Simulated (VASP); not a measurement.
A run of VASP 6.6.1 is set up as follows.

The input INCAR:

```
ALGO = Normal ; EDIFF = 1E-7
ENCUT = 520 ; GGA = PS
ISIF = 2 ; ISMEAR = -1
IVDW = 12 ; LASPH = T
LCHARG = F ; LREAL = F
LWAVE = F ; NBANDS = 19
NELM = 60 ; PREC = Accurate
SIGMA = 0.1
```

The input KPOINTS:

```
k-points
0
Gamma
  7 7 3
```

POSCAR

```
Cd
1.0
    2.8592952633      0.0000000000      0.0000000000
   -1.4296476316      2.4762223349      0.0000000000
    0.0000000000      0.0000000000      5.0624199532
Cd
2
Direct
    0.3333333333      0.6666666667      0.2500000000
    0.6666666667      0.3333333333      0.7500000000
```

Potentials or basis: VASP PAW PBE potentials, release 64 (Cd).

Run with:

```console
$ cat potpaw_PBE.64/Cd/POTCAR > POTCAR
$ mpirun -np 1 vasp_std > vasp.out
```

Problem. Predict the pressure.

Solution. 9.9 GPa.

Problem. Estimate the band gap on the k mesh.

Solution. Zero (band 12 reaches 5.36 eV, above the bottom of band 13 at 2.22 eV).

Stress tensor (GPa, compression positive):
```
10.02  0.00  0.00
 0.00 10.02  0.00
 0.00  0.00  9.69
```

Caveat: the k points lie up to 0.41 Å⁻¹ apart; three body term missing; the PAW data sets were made with another functional, which shifts forces and pressure a little; pairwise dispersion overbinds metals, which lowers pressure and volume.
